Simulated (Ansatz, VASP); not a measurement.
TiO2 in VASP and in Ansatz

```xyz
6
Lattice="0.0000 -3.7069 0.0000 3.7069 0.0000 0.0000 -1.8535 1.8535 4.6602" Properties=species:S:1:pos:R:3 pbc="T T T"
Ti    0.0000    0.0000    0.0000
Ti    0.0000   -1.8535    2.3301
O     0.0000    0.0000    1.9396
O     0.0000   -1.8535    4.2697
O     0.0000   -1.8535    0.3905
O     1.8535   -1.8535    2.7206
```

Alike in both runs: task single point; functional PBE; k mesh 8 × 8 × 8; occupations gaussian, width 0.05 eV; no spin polarisation; Hubbard terms Ti d U = 4.0 eV.

```csv
,VASP,Ansatz
version,VASP 6.6.1,Ansatz 0.2.0
potentials or method,"VASP PAW PBE potentials, release 64 (Ti_sv, O), cutoff 520 eV","scalar-relativistic, plane waves, PAW"
valence electrons in the cell,48,48
```

```csv
,VASP,Ansatz,Ansatz less VASP
gap on the k mesh at the Fermi level (eV),2.89,2.85,-0.037
rms of the force components (eV/Å),0.312,0.224,-0.0884
```

The programs project onto different local orbitals, so the same U acts differently, and such runs can settle in different states. Atom by atom the forces differ by 0.088 eV/Å (rms over components).
